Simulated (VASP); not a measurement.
Write the native input for VASP 6.6.1 that does the following.

```yaml
Task: relaxation of cell and atoms
Functional: PBEsol
Potentials_or_basis: VASP PAW PBE potentials, release 64 (Mo_sv, Bi_d)
Cutoff: 600 eV
k_mesh: 14 × 14 × 14
Occupations: fermi-dirac, width 0.1 eV
Spin: no spin polarisation
Target_pressure: 400 GPa
Dipole_correction: no
Further_INCAR_settings: ALGO = Normal; EDIFF = 1e-06; IBRION = 2; EDIFFG = -0.005; NSW = 60; ISIF = 3
```

The structure of BiMo (rocksalt type) lies in POSCAR:

```
BiMo
1.0
    0.0000000000      2.2267593556      2.2267593556
    2.2267593556      0.0000000000      2.2267593556
    2.2267593556      2.2267593556      0.0000000000
Mo Bi
1 1
Direct
    0.0000000000      0.0000000000      0.0000000000
    0.5000000000      0.5000000000      0.5000000000
```

These files were run (other wordings do the same):

INCAR

```
PREC = Accurate
ENCUT = 600
EDIFF = 1E-6
ISMEAR = -1
SIGMA = 0.1
LREAL = F
LASPH = T
NELM = 80
ALGO = Normal
ISIF = 3
LWAVE = F
LCHARG = F
GGA = PS
IBRION = 2
NSW = 60
EDIFFG = -0.005
PSTRESS = 4000.0
```

KPOINTS

```
regular mesh
0
Gamma
  14 14 14
```

Potentials or basis: VASP PAW PBE potentials, release 64 (Mo_sv, Bi_d).

The run is started by

```console
$ cat potpaw_PBE.64/Mo_sv/POTCAR potpaw_PBE.64/Bi_d/POTCAR > POTCAR
$ mpirun -np 1 vasp_std > vasp.out
```

It gave:

* Relaxed volume: 11.06 Å³/atom
* Relaxed cell: a = 3.151 Å, b = 3.151 Å, c = 3.151 Å, α = 60.00°, β = 60.00°, γ = 60.00°
* Space group after relaxing (to 0.05 Å): Fm-3m (No. 225)
* Energy change on relaxing (the enthalpy is what falls): -48.5 meV/atom
* Ionic steps: 3
* Pressure after relaxing: 400.0 GPa

Caveat: the cell is relaxed towards a set pressure, so the enthalpy falls and the energy may rise; the PAW data sets were made with another functional, which shifts forces and pressure a little.

It took 4.8 min on 1 thread of AMD EPYC 7R13 (shared host), peak memory 0.17 GiB.
